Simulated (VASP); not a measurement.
# As (Pm-3m) in VASP: notebook

Runs on As. Level: PBE. Tasks: single point.

All numbers are computed with VASP 6.6.1; they aren't measurements. Logs are shortened: lines on timing, memory, paths and dates and some standing lists are left out, and cuts for length are marked.

### 1 The cell of the first run

It takes space group Pm-3m (No. 221, cubic). Conventional cell: a = 2.704 Å, b = 2.704 Å, c = 2.704 Å, α = 90.00°, β = 90.00°, γ = 90.00°. Within 3.6 Å of As (site symmetry m-3m) lie 6 As at 2.70 Å.

### 2 Single point, PBE

INCAR reads:

```
PREC = Accurate ; ENCUT = 520
EDIFF = 1E-6 ; ISMEAR = 0
SIGMA = 0.015 ; LREAL = False
LASPH = True ; NELM = 100
ALGO = Normal ; ISIF = 2
LWAVE = False ; LCHARG = False
GGA = PE ; NBANDS = 8
```

KPOINTS reads:

```
Automatic mesh
0
Gamma
  10 10 10
```

POSCAR reads:

```
As
1.0
    2.7036817444      0.0000000000      0.0000000000
    0.0000000000      2.7036817444      0.0000000000
    0.0000000000      0.0000000000      2.7036817444
As
1
Direct
    0.5000000000      0.5000000000      0.5000000000
```

Potentials or basis: VASP PAW PBE potentials, release 64 (As).

On the command line:

```sh
cat potpaw_PBE.64/As/POTCAR > POTCAR
mpirun -np 1 vasp_std > vasp.out
```

OUTCAR:

```text
PREC = Accurate
   ENCUT = 520
   EDIFF = 1E-6
   ISMEAR = 0
   LREAL = False
   LASPH = True
   NELM = 100
   ISIF = 2
   GGA = PE

 ion  position               nearest neighbor table
   1  0.500  0.500  0.500-

  LATTYP: Found a simple cubic cell.
 ALAT       =     2.7036817444

  Lattice vectors:

 A1 = (   2.7036817444,   0.0000000000,   0.0000000000)
 A2 = (   0.0000000000,   2.7036817444,   0.0000000000)
 A3 = (   0.0000000000,   0.0000000000,   2.7036817444)

Analysis of symmetry for initial positions (statically):
=====================================================================
 Subroutine PRICEL returns:
 Original cell was already a primitive cell.

 Routine SETGRP: Setting up the symmetry group for a
 simple cubic supercell.

 Subroutine GETGRP returns: Found 48 space group operations
[... 9 lines left out ...]

 Routine SETGRP: Setting up the symmetry group for a
 simple cubic supercell.

 Subroutine GETGRP returns: Found 48 space group operations
[... 11 lines left out ...]
                                     Primitive cell

  volume of cell :      19.7636

  direct lattice vectors                    reciprocal lattice vectors
     2.703681744  0.000000000  0.000000000     0.369866018  0.000000000  0.000000000
     0.000000000  2.703681744  0.000000000     0.000000000  0.369866018  0.000000000
     0.000000000  0.000000000  2.703681744     0.000000000  0.000000000  0.369866018

  length of vectors
     2.703681744  2.703681744  2.703681744     0.369866018  0.369866018  0.369866018

  position of ions in fractional coordinates (direct lattice)
     0.500000000  0.500000000  0.500000000

  ion indices of the primitive-cell ions
   primitive index   ion index
                 1           1

----------------------------------------------------------------------------------------

 KPOINTS: Automatic mesh

Automatic generation of k-mesh.
 Grid dimensions read from file:
 generate k-points for:   10   10   10

 Generating k-lattice:

  Cartesian coordinates                     Fractional coordinates (reciprocal lattice)
     0.036986602  0.000000000  0.000000000     0.100000000  0.000000000  0.000000000
     0.000000000  0.036986602  0.000000000     0.000000000  0.100000000  0.000000000
     0.000000000  0.000000000  0.036986602     0.000000000  0.000000000  0.100000000

  Length of vectors
     0.036986602  0.036986602  0.036986602

  Shift w.r.t. Gamma in fractional coordinates (k-lattice)
     0.000000000  0.000000000  0.000000000

 Subroutine IBZKPT returns following result:
 ===========================================

 Found     56 irreducible k-points:

 Following reciprocal coordinates:
            Coordinates               Weight
  0.000000  0.000000  0.000000      1.000000
  0.100000  0.000000  0.000000      6.000000
  0.200000  0.000000  0.000000      6.000000
  0.300000  0.000000  0.000000      6.000000
  0.400000  0.000000  0.000000      6.000000
  0.500000  0.000000  0.000000      3.000000
[... 16 lines left out ...]
  0.200000  0.100000  0.100000     24.000000
  0.300000  0.100000  0.100000     24.000000
 [... further k-points ...]
   k-points           NKPTS =     56   k-points in BZ     NKDIM =     56   number of bands    NBANDS=      8
   number of dos      NEDOS =    301   number of ions     NIONS =      1
   total plane-waves  NPLWV =   8000
   dimension x,y,z NGX =    20 NGY =   20 NGZ =   20
   dimension x,y,z NGXF=    40 NGYF=   40 NGZF=   40
   ions per type =               1
   NGX,Y,Z   is equivalent  to a cutoff of  12.30, 12.30, 12.30 a.u.
   NGXF,Y,Z  is equivalent  to a cutoff of  24.60, 24.60, 24.60 a.u.
 SYSTEM =  unknown system
   PREC   = accura    normal or accurate (medium, high low for compatibility)
   ISTART =      0    job   : 0-new  1-cont  2-samecut
   ICHARG =      2    charge: 1-file 2-atom 10-const
   ISPIN  =      1    spin polarized calculation?
   LNONCOLLINEAR =      F non collinear calculations
   LSORBIT =      F    spin-orbit coupling
   LASPH  =      T    aspherical Exc in radial PAW
   ENCUT  =  520.0 eV  38.22 Ry    6.18 a.u.   5.03  5.03  5.03*2*pi/ulx,y,z
   NELM   =    100;   NELMIN=  2; NELMDL= -5     # of ELM steps
   EDIFF  = 0.1E-05   stopping-criterion for ELM
   LREAL  =      F    real-space projection
   EDIFFG = 0.1E-04   stopping-criterion for IOM
   NSW    =      0    number of steps for IOM
   IBRION =     -1    ionic relax: 0-MD 1-quasi-New 2-CG
   NFREE  =      0    steps in history (QN), initial steepest desc. (CG)
   ISIF   =      2    stress and relaxation
   ISYM   =      2    0-nonsym 1-usesym 2-fastsym
   POTIM  = 0.5000    time-step for ionic-motion
   TEBEG  =    0.0;   TEEND  =   0.0 temperature during run
   PSTRESS=    0.0 pullay stress
   NELECT =       5.0000    total number of electrons
   NUPDOWN=      -1.0000    fix difference up-down
   EMIN   =  10.00;   EMAX   =-10.00  energy-range for DOS
   EFERMI =   0.00;   METHOD = LEGACY
   ISMEAR =     0;   SIGMA  =   0.01  broadening in eV -4-tet -1-fermi 0-gaus
   EFERMI_NEDOS =   21; number of points for ismear=-14 and -15
   IALGO  =     38    algorithm
   IMIX   =      4    mixing-type and parameters
     AMIX     =   0.40;   BMIX     =  1.00
     AMIX_MAG =   1.60;   BMIX_MAG =  1.00
  volume/ion in A,a.u.               =      19.76       133.37
  Fermi-wavevector in a.u.,A,eV,Ry     =   1.035403  1.956627 14.586243  1.072059
  Thomas-Fermi vector in A             =   2.169744
   LORBIT       =      0    0 simple, 1 ext, 2 COOP (PROOUT), +10 PAW based schemes
   GGA     = PE    functional components
   LHFCALC =     F    Hartree Fock is set to
   AEXX    =    0.0000 exact exchange contribution
   IVDW    =     0    specifies the selected vdW correction
   LEPSILON=     F    determine dielectric tensor
   LRPA    =     F    only Hartree local field effects (RPA)
 non-spin polarized calculation
 Gauss-broadening in eV      SIGMA  =   0.01
  energy-cutoff  :      520.00
  volume of cell :       19.76
 maximum number of plane-waves:       554
   NGX = 11   NGY = 11   NGZ = 11

 number of electron       5.0000001 magnetization

 Free energy of the ion-electron system (eV)
  ---------------------------------------------------
  ext. energy  EPLUGINS =         0.00000000
  ---------------------------------------------------
  free energy    TOTEN  =        -4.56746219 eV

  energy without entropy =       -4.56741770  energy(sigma->0) =       -4.56743995

 E-fermi :   5.9213     XC(G=0): -10.4292

 val. band max:        5.9051303996   @ k =   0.3000   0.3000   0.3000
 cond. band min:       5.9394911214   @ k =   0.2000   0.2000   0.0000
 fundamental gap:      0.0343607218
 Fermi energy:         5.9212573363

 k-point     1 :       0.0000    0.0000    0.0000
  band No.  band energies     occupation
      1      -9.0398      2.00000
      2      10.0960      0.00000
      3      10.0960      0.00000
      4      10.0960      0.00000
      5      14.4359      0.00000
      6      14.4359      0.00000
      7      16.5017      0.00000
      8      30.8539      0.00000

 k-point     2 :       0.1000    0.0000    0.0000
  band No.  band energies     occupation
      1      -8.8558      2.00000
      2       8.0487      0.00000
      3      10.2580      0.00000
      4      10.2580      0.00000
      5      14.6003      0.00000
      6      15.6658      0.00000
      7      17.8050      0.00000
      8      28.5087      0.00000

 k-point     3 :       0.2000    0.0000    0.0000
  band No.  band energies     occupation
      1      -8.3139      2.00000
      2       4.9779      2.00000
      3      10.7204      0.00000
      4      10.7204      0.00000
      5      15.0815      0.00000
      6      16.4927      0.00000
      7      21.3709      0.00000
      8      25.6056      0.00000

 k-point     4 :       0.3000    0.0000    0.0000
  band No.  band energies     occupation
      1      -7.4595      2.00000
      2       2.1735      2.00000
      3      11.3967      0.00000
      4      11.3967      0.00000
      5      15.8276      0.00000
      6      17.4542      0.00000
      7      23.1335      0.00000
      8      23.1335      0.00000

 k-point     5 :       0.4000    0.0000    0.0000
  band No.  band energies     occupation
      1      -6.4575      2.00000
      2      -0.0295      2.00000
      3      12.0798      0.00000
      4      12.0798      0.00000
      5      16.6694      0.00000
      6      18.7374      0.00000
      7      21.3630      0.00000
      8      21.3630      0.00000

 k-point     6 :       0.5000    0.0000    0.0000
  band No.  band energies     occupation
      1      -5.8965      2.00000
      2      -0.9949      2.00000
      3      12.3928      0.00000
      4      12.3928      0.00000
      5      17.1117      0.00000
      6      20.0721      0.00000
      7      20.6863      0.00000
      8      20.6863      0.00000

 k-point     7 :       0.1000    0.1000    0.0000
  band No.  band energies     occupation
      1      -8.6718      2.00000
      2       8.0519      0.00000
      3       8.3959      0.00000
      4      10.4198      0.00000
      5      15.2625      0.00000
      6      17.1649      0.00000
      7      18.2758      0.00000
      8      26.1942      0.00000
[... 133 lines left out ...]
 k-point    20 :       0.5000    0.4000    0.0000
  band No.  band energies     occupation
      1      -3.2343      2.00000
      2       1.2705      2.00000
      3       2.6947      2.00000
      4       9.2469      0.00000
      5      14.2759      0.00000
      6      21.5226      0.00000
      7      22.9395      0.00000
      8      23.8983      0.00000

 k-point    21 :       0.5000    0.5000    0.0000
  band No.  band energies     occupation
      1      -2.6123      2.00000
      2       1.6748      2.00000
      3       1.6748      2.00000
      4       8.4519      0.00000
      5      14.5615      0.00000
      6      22.4032      0.00000
      7      23.3906      0.00000
      8      23.3906      0.00000

 k-point    22 :       0.1000    0.1000    0.1000
  band No.  band energies     occupation
      1      -8.4877      2.00000
      2       8.2166      0.00000
      3       8.2166      0.00000
      4       8.7687      0.00000
      5      17.3241      0.00000
      6      17.3241      0.00000
      7      18.6143      0.00000
      8      26.2354      0.00000

 k-point    23 :       0.2000    0.1000    0.1000
  band No.  band energies     occupation
      1      -7.9458      2.00000
      2       5.3102      2.00000
      3       8.6894      0.00000
      4       9.1246      0.00000
      5      17.7842      0.00000
      6      18.4870      0.00000
      7      21.1558      0.00000
      8      23.1993      0.00000

 k-point    24 :       0.3000    0.1000    0.1000
  band No.  band energies     occupation
      1      -7.0912      2.00000
      2       2.5189      2.00000
      3       9.3904      0.00000
      4       9.8827      0.00000
      5      18.4683      0.00000
      6      18.4785      0.00000
      7      20.6551      0.00000
      8      21.4383      0.00000

 [... further k-points ...]
[... 5 lines left out ...]
  --------------------------------------------------------------------------------------
  -------------------------------------------------------------------------------------
  Total        0.3071215      0.3071215      0.3071215     -0.0000000     -0.0000000      0.0000000
  in kB       24.8974055     24.8974055     24.8974055     -0.0000000     -0.0000000      0.0000000
  external PRESSURE =      24.8974055 kB  Pullay stress =       0.0000000 kB

 VOLUME and BASIS-vectors are now :
 -----------------------------------------------------------------------------
  energy-cutoff  :      520.00
  volume of cell :       19.76
      direct lattice vectors                 reciprocal lattice vectors
     2.703681744  0.000000000  0.000000000     0.369866018  0.000000000  0.000000000
     0.000000000  2.703681744  0.000000000     0.000000000  0.369866018  0.000000000
     0.000000000  0.000000000  2.703681744     0.000000000  0.000000000  0.369866018

 POSITION                                       TOTAL-FORCE (eV/Angst)
 -----------------------------------------------------------------------------------
      1.35184      1.35184      1.35184         0.000000      0.000000      0.000000
 -----------------------------------------------------------------------------------
    total drift:                                0.000000     -0.000000      0.000000

  FREE ENERGIE OF THE ION-ELECTRON SYSTEM (eV)
  ---------------------------------------------------
  free  energy   TOTEN  =        -4.5674621867 eV

  energy  without entropy=       -4.5674177038  energy(sigma->0) =       -4.56743995
```

It took 5.2 s on 1 thread of Intel Xeon Platinum 8488C (Sapphire Rapids), shared host; peak memory 0.12 GiB.

What came out:

| Quantity | Value |
| --- | --- |
| Free energy | -4.5675 eV |
| Pressure | 2.5 GPa |

Levels at points of the mesh, in eV from the Fermi level:
| k point | band 1 | band 2 | band 3 | band 4 | band 5 | band 6 | band 7 |
| --- | --- | --- | --- | --- | --- | --- | --- |
| (0.00, 0.00, 0.00) | -14.96 | 4.17 | 4.17 | 4.17 | 8.51 | 8.51 | 10.58 |
| (0.50, 0.00, 0.00) | -11.82 | -6.92 | 6.47 | 6.47 | 11.19 | 14.15 | 14.77 |
| (0.50, 0.50, 0.00) | -8.53 | -4.25 | -4.25 | 2.53 | 8.64 | 16.48 | 17.47 |
| (0.50, 0.50, 0.50) | -4.90 | -1.81 | -1.81 | -1.81 | 5.96 | 5.96 | 5.96 |

### 3 Single point, PBE

INCAR reads:

```
ALGO = Normal
EDIFF = 1E-6
ENCUT = 520
GGA = PE
ISIF = 2
ISMEAR = 0
LASPH = True
LCHARG = False
LREAL = False
LWAVE = False
NBANDS = 8
NELM = 60
PREC = Accurate
SIGMA = 0.016
```

KPOINTS reads:

```
k-points
0
Gamma
  10 10 10
```

POSCAR is that of step 2.

Potentials or basis: VASP PAW PBE potentials, release 64 (As).

On the command line:

```sh
cat potpaw_PBE.64/As/POTCAR > POTCAR
mpirun -np 1 vasp_std > vasp.out
```

Wall time 4.9 s (1 thread of Intel Xeon Platinum 8488C (Sapphire Rapids), shared host); peak memory 0.12 GiB.

The run converged. Its results:

| Property | Result |
| --- | --- |
| Free energy | -4.5675 eV |
| Pressure | 2.5 GPa |

Levels at points of the mesh, in eV from the Fermi level:
```tsv
k point	band 1	band 2	band 3	band 4	band 5	band 6
(0.00, 0.00, 0.00)	-14.96	4.17	4.17	4.17	8.51	8.51
(0.50, 0.00, 0.00)	-11.82	-6.92	6.47	6.47	11.19	14.15
(0.50, 0.50, 0.00)	-8.53	-4.25	-4.25	2.53	8.64	16.48
(0.50, 0.50, 0.50)	-4.90	-1.81	-1.81	-1.81	5.96	5.96
```

(Part 1 of 2 ends here.)
